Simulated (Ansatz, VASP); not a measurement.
**Two plane-wave programs on BN**

```
CELL_PARAMETERS angstrom
2.83252 0.00000 0.00000
-1.41626 2.45303 0.00000
0.00000 0.00000 6.66120
ATOMIC_POSITIONS crystal
B 0.33333 0.66667 0.25000
B 0.66667 0.33333 0.75000
N 0.33333 0.66667 0.75000
N 0.66667 0.33333 0.25000
```

Change from the starting cell: strain +0.1312 x Voigt [1, 1, 0, 0, 0, 0], atoms carried along.

Alike in both runs: task single point; functional r2SCAN; k mesh 12 × 12 × 4; occupations gaussian, width 0.05 eV; no spin polarisation.

```csv
,VASP,Ansatz
version,VASP 6.6.1,Ansatz 0.2.0
potentials or method,"VASP PAW PBE potentials, release 64 (B, N), cutoff 520 eV","scalar-relativistic, plane waves, PAW"
valence electrons in the cell,16,16
```

```csv
,VASP,Ansatz,Ansatz less VASP
gap on the k mesh at the Fermi level (eV),4.11,4.09,-0.015
least direct gap on the mesh (eV),4.29,4.28,-0.014
pressure (GPa),-52.3,-52.4,-0.08
"traceless stress, the component that is largest in VASP (GPa)",52.08,52.32,+0.234
```

VASP's potentials were made for PBE, not for r2SCAN. Both programs put the cell under strong tension, so it lies far from rest at this level.

Noted on VASP's run: the cell as given lies far from equilibrium.
